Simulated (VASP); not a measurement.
A run of VASP 6.6.1 is set up as follows.

The input INCAR:

```
SYSTEM = Zr8N9
PREC     = Accurate       ! precision mode
ENCUT    = 520            ! plane-wave cutoff, eV
EDIFF    = 1E-6           ! SCF threshold, eV
ISMEAR   = 0              ! smearing method
SIGMA    = 0.05           ! smearing width, eV
LREAL    = Auto         
LASPH    = .TRUE.         ! aspherical terms in the spheres
NELM     = 100            ! most SCF steps
ALGO     = Normal         ! electronic algorithm
ISIF     = 2              ! what is computed and relaxed
LWAVE    = .FALSE.        ! write WAVECAR
LCHARG   = .FALSE.        ! write CHGCAR
GGA      = PS             ! functional
NBANDS   = 84             ! bands
```

Contents of KPOINTS:

```
Automatic mesh
0
G
  3 3 3
  0 0 0
```

The input POSCAR:

```
Zr8N9
1.0
    0.0000000000      4.5885310000      4.5885310000
    4.5885310000      0.0000000000      4.5885310000
    4.5885310000      4.5885310000      0.0000000000
Zr N
8 9
Direct
    0.2367499533      0.2516285713      0.2528516207
    0.2386137306      0.2260487071      0.7652469821
    0.2386261529      0.7640136898      0.2272846146
    0.2405349337      0.7577514459      0.7589668676
    0.7498777931      0.2438960312      0.2451134143
    0.7490870172      0.2425255490      0.7591551632
    0.7490848378      0.7579458437      0.2437387913
    0.7450651418      0.7487726464      0.7499932985
   -0.0115372436     -0.0003412857      0.0008880838
   -0.0219048319      0.0176845269      0.4993133968
   -0.0219089726      0.4980931806      0.0189062687
   -0.0233243493      0.4979115320      0.4991332738
    0.4957243397     -0.0020375802     -0.0008241200
    0.4945399737     -0.0014684438      0.5018277091
    0.4945398647      0.5006084736     -0.0002520414
    0.5458403790      0.4853471623      0.4865301117
    0.2875374493      0.5635255597      0.5647690949
```

Potentials or basis: VASP PAW PBE potentials, release 64 (Zr_sv, N).

Run with:

```sh
$ cat potpaw_PBE.64/Zr_sv/POTCAR potpaw_PBE.64/N/POTCAR > POTCAR
$ mpirun -np 1 vasp_std > vasp.out
```

Problem. What does it give for the band gap on the k mesh?

Solution. Zero (an odd number of electrons rules out a gap without spin polarisation).

Problem. What does it give for the largest force?

Solution. 0.384 eV/Å.

Problem. What does it give for the pressure?

Solution. 9.4 GPa.

Stress tensor (GPa, compression positive):
```
 7.63  0.08  0.08
 0.08 10.33 -0.28
 0.08 -0.28 10.34
```

Caveat: the k points lie up to 0.40 Å⁻¹ apart, too coarse for converged energies and pressures of a metal; the PAW data sets were made with another functional, which shifts forces and pressure a little.
